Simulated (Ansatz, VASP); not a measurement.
SiO2: VASP beside Ansatz

INCAR

```
SYSTEM = SiO2
PREC = Accurate ; ENCUT = 520
EDIFF = 1E-6 ; ISMEAR = -1
SIGMA = 0.03 ; LREAL = .FALSE.
LASPH = .TRUE. ; NELM = 100
ALGO = Normal ; ISIF = 2
LWAVE = .FALSE. ; LCHARG = .FALSE.
GGA = PE ; NBANDS = 25
```

Contents of KPOINTS:

```
regular mesh
0
G
  6 6 9
  0 0 0
```

Contents of POSCAR:

```
SiO2
1.0
    4.2351076239      0.0000000000      0.0000000000
    0.0000000000      4.2351076239      0.0000000000
    0.0000000000      0.0000000000      2.7029066575
Si O
2 4
Direct
    0.0000000000      0.0000000000      0.0000000000
    0.5000000000      0.5000000000      0.5000000000
    0.3067000000      0.3067000000      0.0000000000
    0.1933000000      0.8067000000      0.5000000000
    0.6933000000      0.6933000000      0.0000000000
    0.8067000000      0.1933000000      0.5000000000
```

Input for Ansatz:

```yaml
crystal:
  lattice:
    - [4.2351076239, 0.0, 0.0]
    - [0.0, 4.2351076239, 0.0]
    - [0.0, 0.0, 2.7029066575]
  atoms:
    - { symbol: Si, position: [0.0, 0.0, 0.0] }
    - { symbol: Si, position: [0.5, 0.5, 0.5] }
    - { symbol: O, position: [0.3067, 0.3067, 0.0] }
    - { symbol: O, position: [0.1933, 0.8067, 0.5] }
    - { symbol: O, position: [0.6933, 0.6933, 0.0] }
    - { symbol: O, position: [0.8067, 0.1933, 0.5] }
kpoints:
  mp_grid: { grid: [6, 6, 9] }
  band_path:
    path:
      - [0.0, 0.0, 0.0]
      - [0.0, 0.5, 0.0]
      - [0.5, 0.5, 0.0]
      - [0.0, 0.0, 0.0]
      - [0.0, 0.0, 0.5]
      - [0.0, 0.5, 0.5]
      - [0.5, 0.5, 0.5]
      - [0.0, 0.0, 0.5]
      - [0.0, 0.5, 0.0]
    npoints: 5
scf:
  occupations: { method: fermi_dirac, width: 0.03 }
hamiltonian:
  xc: pbe
  pseudopotentials: { kind: all_electron, lapw: { basis_error: 0.001 } }
output:
  forces: true
  stress: true
  eigenvalues: true
```

Change from the starting cell: volume scaled by 1.04.

Alike in both runs: task single point; functional PBE; k mesh 6 × 6 × 9; occupations fermi-dirac, width 0.03 eV; no spin polarisation.

|  | VASP | Ansatz |
| --- | --- | --- |
| version | VASP 6.6.1 | Ansatz 0.2.0 |
| potentials or method | VASP PAW PBE potentials, release 64 (Si, O), cutoff 520 eV | all-electron LAPW, scalar-relativistic |

```csv
,VASP,Ansatz,Ansatz less VASP
gap on the k mesh at the Fermi level (eV),4.92,4.95,+0.028
pressure (GPa),-1.5,-1.6,-0.14
"traceless stress, the component that is largest in VASP (GPa)",-1.04,-1.44,-0.398
rms of the force components (eV/Å),0.013,0.021,+0.0084
```

Atom by atom the forces differ by 0.008 eV/Å (rms over components). Ansatz ran all-electron here, and VASP with PAW potentials.
